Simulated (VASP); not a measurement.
Crystal: TiB2.

```
CELL_PARAMETERS angstrom
3.02920 0.00000 0.00000
-1.51460 2.62336 0.00000
0.00000 0.00000 3.22840
ATOMIC_POSITIONS crystal
Ti 0.00000 0.00000 0.00000
B 0.33333 0.66667 0.50000
B 0.66667 0.33333 0.50000
```

- Program: VASP 6.6.1
- Task: relaxation of cell and atoms
- Functional: LDA
- Potentials or basis: VASP PAW LDA potentials, release 64 (Ti_sv, B)
- Cutoff: 600 eV
- k mesh: 13 × 13 × 10
- Occupations: methfessel-paxton, width 0.05 eV
- Spin: no spin polarisation

At the start: pressure -10.8 GPa; volume 8.55 Å³/atom.

Where does the relaxation end?

Over 6 steps the energy falls by 12.7 meV/atom and the volume is 8.19 Å³/atom (-4.3 %); space group P6/mmm (No. 191, to 0.05 Å).

The path:
```csv
step,energy change (eV),largest force (eV/Å),pressure (GPa),volume (Å³)
1,0.0000,0.0000,-10.79,25.66
2,0.0019,0.0000,12.85,23.58
3,-0.0371,0.0000,0.00,24.60
4,-0.0371,0.0000,0.22,24.58
5,-0.0382,0.0000,0.16,24.56
6,-0.0382,0.0000,0.16,24.56
```

Final structure:
```
Ti B
1.0
     2.99460    0.00000    0.00000
    -1.49730    2.59340    0.00000
     0.00000    0.00000    3.16257
Ti B
1 2
Direct
  0.00000 0.00000 0.00000
  0.33333 0.66667 0.50000
  0.66667 0.33333 0.50000
```
